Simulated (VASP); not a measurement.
Wanted: the native input for a VASP 6.6.1 run.

* Task: relaxation of shape and atoms at fixed volume
* Functional: LDA
* Potentials or basis: VASP PAW LDA potentials, release 64 (Ti_sv)
* Cutoff: 600 eV
* k mesh: 18 × 18 × 10
* Occupations: fermi-dirac, width 0.15 eV
* Spin: no spin polarisation
* Dipole correction: no
* Further INCAR settings: ALGO = Fast; EDIFF = 1e-06; IBRION = 2; EDIFFG = -0.001; NSW = 80; ISIF = 4

The structure of Ti lies in POSCAR:

```
Ti
1.0
    2.8837055301      0.0000000000      0.0000000000
   -1.4418527651      2.4973622461      0.0000000000
    0.0000000000      0.0000000000      4.5760978805
Ti
2
Direct
    0.3333333333      0.6666666667      0.2500000000
    0.6666666667      0.3333333333      0.7500000000
```

One way to write it, as run:

INCAR

```
PREC     = Accurate       # precision mode
ENCUT    = 600            # plane-wave cutoff, eV
EDIFF    = 1E-6           # SCF threshold, eV
ISMEAR   = -1             # smearing method
SIGMA    = 0.15           # smearing width, eV
LREAL    = F              # projectors in reciprocal space
LASPH    = T              # aspherical terms in the spheres
NELM     = 100            # most SCF steps
ALGO     = Fast           # electronic algorithm
ISIF     = 4              # what is computed and relaxed
LWAVE    = F              # write WAVECAR
LCHARG   = F              # write CHGCAR
IBRION   = 2              # ionic algorithm
NSW      = 80             # ionic steps
EDIFFG   = -0.001         # ionic threshold
```

KPOINTS

```
Automatic mesh
0
Gamma
  18 18 10
```

Potentials or basis: VASP PAW LDA potentials, release 64 (Ti_sv).

The run is started by

```console
$ cat potpaw_LDA.64/Ti_sv/POTCAR > POTCAR
$ mpirun -np 1 vasp_std > vasp.out
```

Results of the run:

```
Energy gained by relaxing : 0.0 meV/atom
Ionic steps               : 6
Pressure after relaxing   : -2.5 GPa
Band gap on the k mesh    : zero (bands 12 and 13 overlap by 1.12 eV)
```

Wall time 3.4 min on 1 thread of Intel(R) Xeon(R) 6975P-C (Granite Rapids), with other jobs on the host, peak memory 0.24 GiB.
